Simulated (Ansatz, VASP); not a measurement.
MgF2: VASP beside Ansatz

```xyz
6
Lattice="4.6979 0.0000 0.0000 0.0000 4.6979 0.0000 0.0000 0.0000 3.0926" Properties=species:S:1:pos:R:3 pbc="T T T"
Mg    0.0000    0.0000    0.0000
Mg    2.3489    2.3489    1.5463
F     1.4261    1.4261    0.0000
F     0.9228    3.7751    1.5463
F     3.2717    3.2717    0.0000
F     3.7751    0.9228    1.5463
```

Alike in both runs: functional PBE; k mesh 6 × 6 × 8; occupations gaussian, width 0.02 eV; no spin polarisation.

Ansatz relaxed the structure, and its values are those at the end. VASP's run is a single point on that final structure, the one shown.

```csv
,VASP,Ansatz
version,VASP 6.6.1,Ansatz 0.2.0
potentials or method,"VASP PAW PBE potentials, release 64 (Mg, F), cutoff 600 eV","scalar-relativistic, plane waves, PAW"
valence electrons in the cell,32,48
```

VASP gave:

| Item | Value |
| --- | --- |
| gap on the k mesh at the Fermi level (eV) | 6.80 |
| least direct gap on the mesh (eV) | 6.80 |
| pressure (GPa) | -1.0 |

Task: Which values does Ansatz return?

Result: gap on the k mesh at the Fermi level (eV): 6.84; least direct gap on the mesh (eV): 6.84; pressure (GPa): 0.0.

The functional is the same, so the differences come from potentials, cutoffs and numerics. VASP's potentials hold 32 valence electrons a cell and Ansatz's 48, so a difference there can come from the potentials and not from the codes.
